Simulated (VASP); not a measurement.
Ta, 1 atom in the cell. Symmetry: Im-3m, No. 229, cubic system. The conventional cell has a = 3.255 Å, b = 3.255 Å, c = 3.255 Å, α = 90.00°, β = 90.00°, γ = 90.00°. Ta (site symmetry m-3m) has 14 Ta at 2.82 to 3.26 Å within 3.7 Å. 

- Program: VASP 6.6.1
- Task: single point
- Functional: LDA
- Potentials or basis: VASP PAW LDA potentials, release 64 (Ta_pv)
- Cutoff: 520 eV
- k mesh: 14 × 14 × 14
- Occupations: fermi-dirac, width 0.3 eV
- Spin: no spin polarisation
- Dipole correction: no
- Further INCAR settings: ALGO = Normal; EDIFF = 1e-06; NBANDS = 12

Potentials or basis: VASP PAW LDA potentials, release 64 (Ta_pv).

Launch:

```bash
$ cat potpaw_LDA.64/Ta_pv/POTCAR > POTCAR
$ mpirun -np 1 vasp_std > vasp.out
```

Hardware: 1 thread of Intel Xeon 6975P-C, on a shared host.

Question: How long does it take, and how much memory?

Answer: Wall time 6.2 s on 1 thread of Intel Xeon 6975P-C, with other jobs on the host, peak memory 0.14 GiB. Counts: scf iterations 10, k points 104.
